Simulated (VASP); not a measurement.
Input of a VASP 6.6.1 run:

The input INCAR:

```
  ALGO = Normal
  EDIFF = 1E-6
  ENCUT = 520
  GGA = PS
  ISIF = 2
  ISMEAR = 0
  LASPH = True
  LCHARG = False
  LREAL = False
  LWAVE = False
  NBANDS = 19
  NELM = 60
  PREC = Accurate
  SIGMA = 0.1
```

Contents of KPOINTS:

```
k-points
0
Gamma
  15 15 10
```

Contents of POSCAR:

```
Zr
1.0
    3.0882984772      0.0000000000      0.0000000000
   -1.5441492386      2.6745449358      0.0000000000
    0.0000000000      0.0000000000      4.8862900020
Zr
2
Direct
    0.3333333333      0.6666666667      0.2500000000
    0.6666666667      0.3333333333      0.7500000000
```

Potentials or basis: VASP PAW PBE potentials, release 64 (Zr_sv).

Launch:

```bash
$ cat potpaw_PBE.64/Zr_sv/POTCAR > POTCAR
$ mpirun -np 1 vasp_std > vasp.out
```

What does it give for the pressure?

12.9 GPa.

What does it give for the band gap on the k mesh?

Zero (bands 12 and 13 overlap by 1.21 eV).

Stress tensor (GPa, compression positive):
```
11.70  0.00  0.00
 0.00 11.70  0.00
 0.00  0.00 15.19
```

Caveat: the cell differs from its parent crystal (Hf replaced by Zr, lengths x 1.000, strained); the cell stands under pressure; the PAW data sets were made with another functional, which shifts forces and pressure a little.
